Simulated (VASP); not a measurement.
Here is a VASP 6.6.1 calculation.

File POSCAR:

```
Mg
1.0
    3.1880441231      0.0000000000      0.0000000000
   -1.5940220616      2.7609271990      0.0000000000
    0.0000000000      0.0000000000     10.2719888744
Mg
4
Direct
    0.0000000000      0.0000000000      0.0000000000
    0.3333333333      0.6666666667      0.2500000000
    0.0000000000      0.0000000000      0.5000000000
    0.6666666667      0.3333333333      0.7500000000
```

File INCAR.step1:

```
SYSTEM = Mg
PREC     = Accurate       ! precision mode
ENCUT    = 520            ! plane-wave cutoff, eV
ISMEAR   = 0              ! smearing method
SIGMA    = 0.1            ! smearing width, eV
LREAL    = .False.        ! projectors in reciprocal space
LASPH    = .True.         ! aspherical terms in the spheres
NELM     = 100            ! most SCF steps
NBANDS   = 12             ! bands
GGA      = PE             ! functional
ALGO     = Normal         ! electronic algorithm
EDIFF    = 1E-4           ! SCF threshold, eV
LWAVE    = .True.         ! write WAVECAR
LCHARG   = .False.        ! write CHGCAR
```

INCAR.step2

```
SYSTEM = Mg
PREC     = Accurate       ! precision mode
ENCUT    = 520            ! plane-wave cutoff, eV
EDIFF    = 1E-6           ! SCF threshold, eV
ISMEAR   = 0              ! smearing method
SIGMA    = 0.1            ! smearing width, eV
LREAL    = .False.        ! projectors in reciprocal space
LASPH    = .True.         ! aspherical terms in the spheres
NELM     = 100            ! most SCF steps
ALGO     = Normal         ! electronic algorithm
ISIF     = 2              ! what is computed and relaxed
LWAVE    = .False.        ! write WAVECAR
LCHARG   = .False.        ! write CHGCAR
METAGGA  = R2SCAN         ! meta-GGA
LMIXTAU  = .True.       
NBANDS   = 12             ! bands
ISTART   = 1
```

The input KPOINTS:

```
regular mesh
0
Gamma
  12 12 4
  0 0 0
```

Potentials or basis: VASP PAW PBE potentials, release 64 (Mg).

Launch:

```console
$ cat potpaw_PBE.64/Mg/POTCAR > POTCAR
$ cp INCAR.step1 INCAR
$ mpirun -np 1 vasp_std > vasp.out
$ cp INCAR.step2 INCAR
$ mpirun -np 1 vasp_std > vasp.out
```

Question: Predict the band gap on the k mesh.

Answer: Zero (bands 4 and 5 overlap by 2.19 eV).

Question: Predict the pressure.

Answer: -0.3 GPa.

Stress tensor (GPa, compression positive):
```
-0.22  0.00  0.00
 0.00 -0.22  0.00
 0.00  0.00 -0.35
```

Caveat: the PAW data sets were made with another functional, which shifts forces and pressure a little.
